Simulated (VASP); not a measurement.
# FeO (Fm-3m) in VASP: a series of runs, part 2 of 2

VASP 6.6.1. The steps go on from the part before.

## 5. Single point, PBE, collinear spin, antiferromagnetic start

The input, INCAR:

```
ALGO = Normal ; EDIFF = 1E-6
ENCUT = 520 ; GGA = PE
ISIF = 2 ; ISMEAR = -1
ISPIN = 2 ; LASPH = T
LCHARG = F ; LMAXMIX = 4
LORBIT = 11 ; LREAL = F
LWAVE = F ; MAGMOM = 4 -4 0 0
NBANDS = 26 ; NELM = 150
PREC = Accurate ; SIGMA = 0.05
```

The input, KPOINTS:

```
k-points
0
Gamma
  5 10 10
```

The input, POSCAR:

```
FeO
1.0
    0.0000000000      4.3108000000      4.3108000000
    2.1554000000      0.0000000000      2.1554000000
    2.1554000000      2.1554000000      0.0000000000
Fe O
2 2
Direct
    0.0000000000      0.0000000000      0.0000000000
    0.5000000000      0.0000000000      0.0000000000
    0.2500000000      0.5000000000      0.5000000000
    0.7500000000      0.5000000000      0.5000000000
```

Potentials or basis: VASP PAW PBE potentials, release 64 (Fe, O).

The run is started by

```sh
$ cat potpaw_PBE.64/Fe/POTCAR potpaw_PBE.64/O/POTCAR > POTCAR
$ mpirun -np 1 vasp_std > vasp.out
```

OUTCAR:

```text
EDIFF = 1E-6
   ENCUT = 520
   GGA = PE
   ISIF = 2
   ISMEAR = -1
   ISPIN = 2
   LASPH = T
   LORBIT = 11
   LREAL = F
   NELM = 150
   PREC = Accurate

 ion  position               nearest neighbor table
   1  0.000  0.000  0.000-   4 2.16   3 2.16   4 2.16   3 2.16   4 2.16   3 2.16   2 3.05   2 3.05
                             2 3.05   2 3.05   2 3.05   2 3.05
   2  0.500  0.000  0.000-   3 2.16   3 2.16   4 2.16   3 2.16   4 2.16   4 2.16   1 3.05   1 3.05
                             1 3.05   1 3.05   1 3.05   1 3.05
   3  0.250  0.500  0.500-   1 2.16   1 2.16   2 2.16   1 2.16   2 2.16   2 2.16
   4  0.750  0.500  0.500-   2 2.16   1 2.16   2 2.16   1 2.16   2 2.16   1 2.16

  LATTYP: Found a trigonal (rhomboedric) cell.
 ALAT       =     5.2796301916
 COS(alpha) =     0.8333333333

  Lattice vectors:

 A1 = (   2.1554000000,  -2.1554000000,  -4.3108000000)
 A2 = (   4.3108000000,  -2.1554000000,  -2.1554000000)
 A3 = (   2.1554000000,  -4.3108000000,  -2.1554000000)

Analysis of symmetry for initial positions (statically):
=====================================================================
 Subroutine PRICEL returns following result:

  LATTYP: Found a face centered cubic cell.
 ALAT       =     4.3108000000
[... 12 lines left out ...]
 Subroutine GETGRP returns: Found 12 space group operations
 (whereof 12 operations were pure point group operations)
 out of a pool of 12 trial point group operations.

The static configuration has the point symmetry D_3d.

Analysis of symmetry for dynamics (positions and initial velocities):
=====================================================================
 Subroutine PRICEL returns following result:

  LATTYP: Found a face centered cubic cell.
 ALAT       =     4.3108000000
[... 12 lines left out ...]
 Subroutine GETGRP returns: Found 12 space group operations
 (whereof 12 operations were pure point group operations)
 out of a pool of 12 trial point group operations.

The dynamic configuration has the point symmetry D_3d.

Analysis of structural, dynamic, and magnetic symmetry:
=====================================================================
 Subroutine PRICEL returns following result:

  LATTYP: Found a face centered cubic cell.
 ALAT       =     4.3108000000
[... 12 lines left out ...]
 Subroutine GETGRP returns: Found 12 space group operations
 (whereof 12 operations were pure point group operations)
 out of a pool of 12 trial point group operations.

The overall configuration has the point symmetry D_3d.

 Subroutine INISYM returns: Found 12 space group operations
 (whereof 12 operations are pure point group operations),
 and found     2 'primitive' translations

----------------------------------------------------------------------------------------

                                     Primitive cell

  volume of cell :      20.0269

  direct lattice vectors                    reciprocal lattice vectors
     0.000000000  2.155400000  2.155400000    -0.231975503  0.231975503  0.231975503
     2.155400000  0.000000000  2.155400000     0.231975503 -0.231975503  0.231975503
     2.155400000  2.155400000  0.000000000     0.231975503  0.231975503 -0.231975503

  length of vectors
     3.048195912  3.048195912  3.048195912     0.401793358  0.401793358  0.401793358

[... 92 lines left out ...]
   ICHARG =      2    charge: 1-file 2-atom 10-const
   ISPIN  =      2    spin polarized calculation?
   LNONCOLLINEAR =      F non collinear calculations
   LSORBIT =      F    spin-orbit coupling
   LASPH  =      T    aspherical Exc in radial PAW
   ENCUT  =  520.0 eV  38.22 Ry    6.18 a.u.  11.34  5.67  5.67*2*pi/ulx,y,z
   NELM   =    150;   NELMIN=  2; NELMDL= -5     # of ELM steps
   EDIFF  = 0.1E-05   stopping-criterion for ELM
   LREAL  =      F    real-space projection
   EDIFFG = 0.1E-04   stopping-criterion for IOM
   NSW    =      0    number of steps for IOM
   IBRION =     -1    ionic relax: 0-MD 1-quasi-New 2-CG
   NFREE  =      0    steps in history (QN), initial steepest desc. (CG)
   ISIF   =      2    stress and relaxation
   ISYM   =      2    0-nonsym 1-usesym 2-fastsym
   POTIM  = 0.5000    time-step for ionic-motion
   TEBEG  =    0.0;   TEEND  =   0.0 temperature during run
   PSTRESS=    0.0 pullay stress
   NELECT =      28.0000    total number of electrons
   NUPDOWN=      -1.0000    fix difference up-down
   EMIN   =  10.00;   EMAX   =-10.00  energy-range for DOS
   EFERMI =   0.00;   METHOD = LEGACY
   ISMEAR =    -1;   SIGMA  =   0.05  broadening in eV -4-tet -1-fermi 0-gaus
   EFERMI_NEDOS =   21; number of points for ismear=-14 and -15
   IALGO  =     38    algorithm
   IMIX   =      4    mixing-type and parameters
     AMIX     =   0.40;   BMIX     =  1.00
     AMIX_MAG =   1.60;   BMIX_MAG =  1.00
  volume/ion in A,a.u.               =      10.01        67.57
  Fermi-wavevector in a.u.,A,eV,Ry     =   1.452935  2.745650 28.722187  2.111021
  Thomas-Fermi vector in A             =   2.570260
   LORBIT       =     11    0 simple, 1 ext, 2 COOP (PROOUT), +10 PAW based schemes
   GGA     = PE    functional components
   LHFCALC =     F    Hartree Fock is set to
   AEXX    =    0.0000 exact exchange contribution
   IVDW    =     0    specifies the selected vdW correction
   LEPSILON=     F    determine dielectric tensor
   LRPA    =     F    only Hartree local field effects (RPA)
 spin polarized calculation
  energy-cutoff  :      520.00
  volume of cell :       40.05
 maximum number of plane-waves:      1091
 NGX is ok and might be reduce to    48
   NGX = 23   NGY = 11   NGZ = 11

 number of electron      27.9999997 magnetization      -0.0000000

 number of electron      27.9999997 magnetization       0.0000000

 Free energy of the ion-electron system (eV)
  ---------------------------------------------------
  ext. energy  EPLUGINS =         0.00000000
  ---------------------------------------------------
  free energy    TOTEN  =       -29.82516722 eV

  energy without entropy =      -29.79178652  energy(sigma->0) =      -29.80847687

 E-fermi :   6.2093     XC(G=0): -12.1586

 val. band max:        6.2014426895   @ k =   0.0000   0.2000   0.1000
 cond. band min:       6.2359651794   @ k =   0.4000   0.4000   0.2000
 fundamental gap:      0.0345224899
 Fermi energy:         6.2092601710

 spin component 1

 k-point     1 :       0.0000    0.0000    0.0000
  band No.  band energies     occupation
      1     -14.3542      1.00000
      2     -13.1903      1.00000
      3      -2.2203      1.00000
      4       0.1493      1.00000
      5       0.1493      1.00000
      6       2.5646      1.00000
[... 685 lines left out ...]
     25      19.1956      0.00000
     26      21.4198      0.00000

 [... further k-points ...]

 spin component 2

 k-point     1 :       0.0000    0.0000    0.0000
  band No.  band energies     occupation
      1     -14.3542      1.00000
      2     -13.1903      1.00000
      3      -2.2203      1.00000
      4       0.1493      1.00000
      5       0.1493      1.00000
      6       2.5646      1.00000
[... 685 lines left out ...]
     25      19.1956      0.00000
     26      21.4176      0.00000

 [... further k-points ...]
[... 5 lines left out ...]
  --------------------------------------------------------------------------------------
  -------------------------------------------------------------------------------------
  Total       -0.4219233     -0.4219233     -0.4219233     -0.8180894      0.8180894     -0.8180894
  in kB      -16.8772043    -16.8772043    -16.8772043    -32.7240997     32.7240997    -32.7240997
  external PRESSURE =     -16.8772043 kB  Pullay stress =       0.0000000 kB

 VOLUME and BASIS-vectors are now :
 -----------------------------------------------------------------------------
  energy-cutoff  :      520.00
  volume of cell :       40.05
      direct lattice vectors                 reciprocal lattice vectors
     0.000000000  4.310800000  4.310800000    -0.115987752  0.115987752  0.115987752
     2.155400000  0.000000000  2.155400000     0.231975503 -0.231975503  0.231975503
     2.155400000  2.155400000  0.000000000     0.231975503  0.231975503 -0.231975503

 POSITION                                       TOTAL-FORCE (eV/Angst)
 -----------------------------------------------------------------------------------
      0.00000      0.00000      0.00000        -0.000000      0.000000      0.000000
      0.00000      2.15540      2.15540         0.000000      0.000000      0.000000
      2.15540      2.15540      2.15540         0.000000     -0.000000      0.000000
      2.15540      4.31080      4.31080        -0.000000      0.000000     -0.000000
 -----------------------------------------------------------------------------------
    total drift:                                0.000000      0.000000      0.000000

  FREE ENERGIE OF THE ION-ELECTRON SYSTEM (eV)
  ---------------------------------------------------
  free  energy   TOTEN  =       -29.8251672179 eV

  energy  without entropy=      -29.7917865201  energy(sigma->0) =      -29.80847687

 total charge

# of ion       s       p       d       tot
------------------------------------------
    1        0.283   0.352   6.123   6.759
    2        0.283   0.352   6.123   6.759
    3        1.561   3.422   0.000   4.983
    4        1.561   3.422   0.000   4.983
--------------------------------------------------
tot          3.689   7.548  12.246  23.483

 magnetization (x)

# of ion       s       p       d       tot
------------------------------------------
    1        0.004   0.003   3.425   3.432
    2       -0.004  -0.003  -3.425  -3.432
    3        0.000   0.000   0.000   0.000
    4        0.000   0.000   0.000   0.000
--------------------------------------------------
tot          0.000   0.000   0.000   0.000
```

OSZICAR:

```text
N       E                     dE             d eps       ncg     rms          rms(c)
DAV:   1     0.230642017749E+03    0.23064E+03   -0.13224E+04  6296   0.130E+03
DAV:   2    -0.105406724724E+02   -0.24118E+03   -0.21719E+03  6190   0.305E+02
DAV:   3    -0.347764843570E+02   -0.24236E+02   -0.22936E+02  6970   0.111E+02
DAV:   4    -0.353472264364E+02   -0.57074E+00   -0.56781E+00  6824   0.178E+01
DAV:   5    -0.353553351437E+02   -0.81087E-02   -0.81075E-02  6754   0.210E+00    0.217E+01
DAV:   6    -0.315232388886E+02    0.38321E+01   -0.34184E+01  7998   0.781E+01    0.274E+01
DAV:   7    -0.297936094668E+02    0.17296E+01   -0.83024E+00  7856   0.539E+01    0.124E+01
DAV:   8    -0.298546493875E+02   -0.61040E-01   -0.97469E-01  6424   0.605E+00    0.758E+00
DAV:   9    -0.298270872427E+02    0.27562E-01   -0.17951E-01  9228   0.556E+00    0.147E+00
DAV:  10    -0.298251651764E+02    0.19221E-02   -0.39006E-02  8074   0.386E+00    0.390E-01
DAV:  11    -0.298249590561E+02    0.20612E-03   -0.76910E-03  9026   0.104E+00    0.172E-01
DAV:  12    -0.298251075304E+02   -0.14847E-03   -0.62482E-04  6772   0.210E-01    0.863E-02
DAV:  13    -0.298251423511E+02   -0.34821E-04   -0.11391E-04  8594   0.892E-02    0.516E-02
DAV:  14    -0.298251575809E+02   -0.15230E-04   -0.11051E-04  8220   0.765E-02    0.216E-02
DAV:  15    -0.298251679958E+02   -0.10415E-04   -0.35792E-05  8252   0.532E-02    0.163E-02
DAV:  16    -0.298251672179E+02    0.77788E-06   -0.36490E-06  5812   0.244E-02
   1 F= -.29825167E+02 E0= -.29808477E+02  d E =-.333807E-01  mag=     0.0000
```

stdout:

```text
POSCAR found type information on POSCAR FeO
 POSCAR found :  2 types and       4 ions
 scaLAPACK will be used
 LDA part: xc-table for (Slater+PW92), standard interpolation
 -----------------------------------------------------------------------------
|                                                                             |
|           W    W    AA    RRRRR   N    N  II  N    N   GGGG   !!!           |
|           W    W   A  A   R    R  NN   N  II  NN   N  G    G  !!!           |
|           W    W  A    A  R    R  N N  N  II  N N  N  G       !!!           |
|           W WW W  AAAAAA  RRRRR   N  N N  II  N  N N  G  GGG   !            |
|           WW  WW  A    A  R   R   N   NN  II  N   NN  G    G                |
|           W    W  A    A  R    R  N    N  II  N    N   GGGG   !!!           |
|                                                                             |
|     Your reciprocal lattice and k-lattice belong to different lattice       |
|     classes:                                                                |
|                                                                             |
|        The reciprocal lattice is rhombohedral (trigonal),                   |
|        whereas your k-lattice is body-centered cubic.                       |
|                                                                             |
|     Results are often still useful ...                                      |
|                                                                             |
 -----------------------------------------------------------------------------

 POSCAR, INCAR and KPOINTS ok, starting setup
 FFT: planning ... GRIDC
 FFT: planning ... GRID_SOFT
 FFT: planning ... GRID
 WAVECAR not read
 entering main loop
```

Wall time 2.8 min (1 thread of Intel Xeon 6975P-C, shared host); peak memory 0.24 GiB.

Results:

```yaml
Free_energy: -29.8252 eV
Pressure: -1.7 GPa
Band_gap_on_the_k_mesh: zero (filled and empty bands overlap)
Net_moment: 0.00 μB per cell
Site_moments: Fe +3.43, -3.43; O +0.00 μB
Valence_electrons_inside_the_program's_atomic_spheres: Fe 6.76; O 4.98
```

Stress tensor (GPa, compression positive):
```
-1.69 -3.27 -3.27
-3.27 -1.69  3.27
-3.27  3.27 -1.69
```

Caveat: semilocal functionals often make such compounds metallic where correlation or magnetic order opens a gap, which also shifts bond lengths.

## 6. Single point, r2SCAN, collinear spin, ferromagnetic start

POSCAR is that of step 5.

The input, INCAR.step1:

```
SYSTEM = FeO
PREC = Accurate
ENCUT = 520
ISMEAR = -1
SIGMA = 0.05
LREAL = .FALSE.
LASPH = .TRUE.
NELM = 150
ISPIN = 2
MAGMOM = 4 4 0 0
LMAXMIX = 4
NBANDS = 26
GGA = PE
ALGO = Normal
EDIFF = 1E-4
LWAVE = .TRUE.
LCHARG = .FALSE.
```

The input, INCAR.step2:

```
SYSTEM = FeO
PREC = Accurate
ENCUT = 520
EDIFF = 1E-6
ISMEAR = -1
SIGMA = 0.05
LREAL = .FALSE.
LASPH = .TRUE.
NELM = 150
ALGO = Normal
ISIF = 2
LWAVE = .FALSE.
LCHARG = .TRUE.
ISPIN = 2
MAGMOM = 4 4 0 0
LORBIT = 11
LMAXMIX = 4
METAGGA = R2SCAN
LMIXTAU = .TRUE.
LELF = .TRUE.
LVHAR = .TRUE.
NBANDS = 26
ISTART = 1
```

The input, KPOINTS:

```
Automatic mesh
0
G
  5 10 10
  0 0 0
```

Potentials or basis: VASP PAW PBE potentials, release 64 (Fe, O).

The run is started by

```sh
$ cat potpaw_PBE.64/Fe/POTCAR potpaw_PBE.64/O/POTCAR > POTCAR
$ cp INCAR.step1 INCAR
$ mpirun -np 1 vasp_std > vasp.out
$ cp INCAR.step2 INCAR
$ mpirun -np 1 vasp_std > vasp.out
```

Wall time 7 min (1 thread of Intel Xeon 6975P-C, shared host); peak memory 0.26 GiB.

Results (log left out):

| Item | Value |
| --- | --- |
| Free energy | -45.6354 eV |
| Pressure | -6.1 GPa |
| Band gap on the k mesh | zero (filled and empty bands overlap) |
| Net moment | 8.00 μB per cell |
| Site moments | Fe +3.68; O +0.28 μB |
| Valence electrons inside the program's atomic spheres | Fe 6.70; O 5.04 |

Levels at points of the mesh, in eV from the Fermi level:
Spin up:
```csv
k point,band 15,band 16,band 17,band 18,band 19,band 20,band 21,band 22
"(0.00, 0.00, 0.00)",-4.15,-3.50,-1.25,-1.25,-0.04,4.10,8.57,12.74
"(0.00, 0.50, 0.00)",-3.88,-3.50,-1.25,-1.25,4.10,5.27,8.57,8.93
```
Spin down:
| k point | band 8 | band 9 | band 10 | band 11 | band 12 | band 13 |
| --- | --- | --- | --- | --- | --- | --- |
| (0.00, 0.00, 0.00) | -3.85 | -0.76 | -0.76 | -0.76 | 0.41 | 0.41 |
| (0.00, 0.50, 0.00) | -5.07 | -2.18 | 0.41 | 0.41 | 0.60 | 0.76 |

Caveat: the PAW data sets were made with another functional, which shifts forces and pressure a little; semilocal functionals often make such compounds metallic where correlation or magnetic order opens a gap, which also shifts bond lengths; only a ferromagnetic start was run, and an antiferromagnetic order may lie lower in energy.

## 7. Single point, r2SCAN, collinear spin, antiferromagnetic start

POSCAR is that of step 6.

The input, INCAR.step1:

```
SYSTEM = FeO
  ALGO = Normal
  EDIFF = 1E-4
  ENCUT = 520
  GGA = PE
  ISMEAR = -1
  ISPIN = 2
  LASPH = .TRUE.
  LCHARG = .FALSE.
  LMAXMIX = 4
  LREAL = .FALSE.
  LWAVE = .TRUE.
  MAGMOM = 4 -4 0 0
  NBANDS = 26
  NELM = 150
  PREC = Accurate
  SIGMA = 0.05
```

The input, INCAR.step2:

```
SYSTEM = FeO
  ALGO = Normal
  EDIFF = 1E-7
  ENCUT = 520
  ISIF = 2
  ISMEAR = -1
  ISPIN = 2
  ISTART = 1
  LASPH = .TRUE.
  LCHARG = .FALSE.
  LMAXMIX = 4
  LMIXTAU = .TRUE.
  LORBIT = 11
  LREAL = .FALSE.
  LWAVE = .FALSE.
  MAGMOM = 4 -4 0 0
  METAGGA = R2SCAN
  NBANDS = 26
  NELM = 150
  PREC = Accurate
  SIGMA = 0.05
```

The input, KPOINTS:

```
k-points
0
G
  5 10 10
  0 0 0
```

The run is started by

```sh
$ cat potpaw_PBE.64/Fe/POTCAR potpaw_PBE.64/O/POTCAR > POTCAR
$ cp INCAR.step1 INCAR
$ mpirun -np 1 vasp_std > vasp.out
$ cp INCAR.step2 INCAR
$ mpirun -np 1 vasp_std > vasp.out
```

It took 8.6 min on 1 thread of Intel Xeon 6975P-C, shared host; peak memory 0.26 GiB.

It converged, with:

```
Free energy                                           : -45.4910 eV
Pressure                                              : -4.9 GPa
Band gap on the k mesh                                : zero (filled and empty bands overlap)
Net moment                                            : 0.00 μB per cell
Site moments                                          : Fe +3.57, -3.57; O +0.00 μB
Valence electrons inside the program's atomic spheres : Fe 6.73; O 5.03
```

Stress tensor (GPa, compression positive):
```
-4.91 -2.97 -2.97
-2.97 -4.91  2.97
-2.97  2.97 -4.91
```

Levels at points of the mesh, in eV from the Fermi level:
Spin up:
| k point | band 11 | band 12 | band 13 | band 14 | band 15 | band 16 | band 17 | band 18 |
| --- | --- | --- | --- | --- | --- | --- | --- | --- |
| (0.00, 0.00, 0.00) | -4.03 | -2.76 | -2.76 | -0.18 | -0.18 | 0.61 | 0.75 | 2.39 |
| (0.00, 0.50, 0.00) | -3.52 | -2.43 | -2.24 | -0.42 | 0.65 | 1.27 | 2.51 | 2.65 |
Spin down:
| k point | band 12 | band 13 | band 14 | band 15 | band 16 | band 17 |
| --- | --- | --- | --- | --- | --- | --- |
| (0.00, 0.00, 0.00) | -2.76 | -2.76 | -0.18 | -0.18 | 0.61 | 0.75 |
| (0.00, 0.50, 0.00) | -2.43 | -2.24 | -0.42 | 0.65 | 1.27 | 2.51 |

Caveat: the PAW data sets were made with another functional, which shifts forces and pressure a little; semilocal functionals often make such compounds metallic where correlation or magnetic order opens a gap, which also shifts bond lengths. With open d or f shells a metallic result of r2SCAN can be an artefact of self-interaction; +U or a hybrid may open a gap.

## 8. Overview

| level | spin | gap on the mesh (eV) | pressure (GPa) | moment (μB) |
| --- | --- | --- | --- | --- |
| PBE | off | none | -25.7 | - |
| r2SCAN | off | 0.37 | -28.0 | - |
| PBE | collinear, ferromagnetic start | none | -0.1 | 8.00 |
| PBE | collinear, antiferromagnetic start | none | -1.7 | 0.00 |
| r2SCAN | collinear, ferromagnetic start | none | -6.1 | 8.00 |
| r2SCAN | collinear, antiferromagnetic start | none | -4.9 | 0.00 |

Alike in all rows: task single point; potentials or basis VASP PAW PBE potentials, release 64 (Fe, O); cell as given; k mesh 5 × 10 × 10; cutoff (eV) 520; smearing fermi-dirac 0.05 eV.

On the cell as given the gap runs from zero (PBE) to 0.37 eV (r2SCAN). The pressure there spans -28.0 GPa (r2SCAN) to -0.1 GPa (PBE); a positive pressure means that this level wants a larger cell, a negative one a smaller.

Caveats: semilocal functionals often make such compounds metallic where correlation or magnetic order opens a gap, which also shifts bond lengths (some runs); the PAW data sets were made with another functional, which shifts forces and pressure a little (some runs).

Absolute energies hang on the potentials; compare differences alone.

## 9. How close it comes

Step 4. A measured gap of FeO is 2.4 eV (optical; quoted in “W\"ustite: Electric, thermodynamic and optical properties of FeO”, 2012, arxiv:1203.1201); the calculated 0.00 eV misses it by -2.40 eV. So large a miss can be the level of theory's own, or it may mean another phase, state or a wrong row. The value is that of PBE on a finite k mesh, which can miss the band edges, without temperature or zero-point motion. Semilocal functionals fall short of measured gaps as a rule. The run's magnetic order (collinear spin, ferromagnetic start) needn't be the measured crystal's.

Step 5. Against the measured gap of FeO, 2.4 eV (optical; quoted in “W\"ustite: Electric, thermodynamic and optical properties of FeO”, 2012, arxiv:1203.1201), the calculated 0.00 eV is off by -2.40 eV. So large a miss can be the level of theory's own, or it may mean another phase, state or a wrong row. The value is that of PBE on a finite k mesh, which can miss the band edges, without temperature or zero-point motion. Semilocal functionals fall short of measured gaps as a rule.
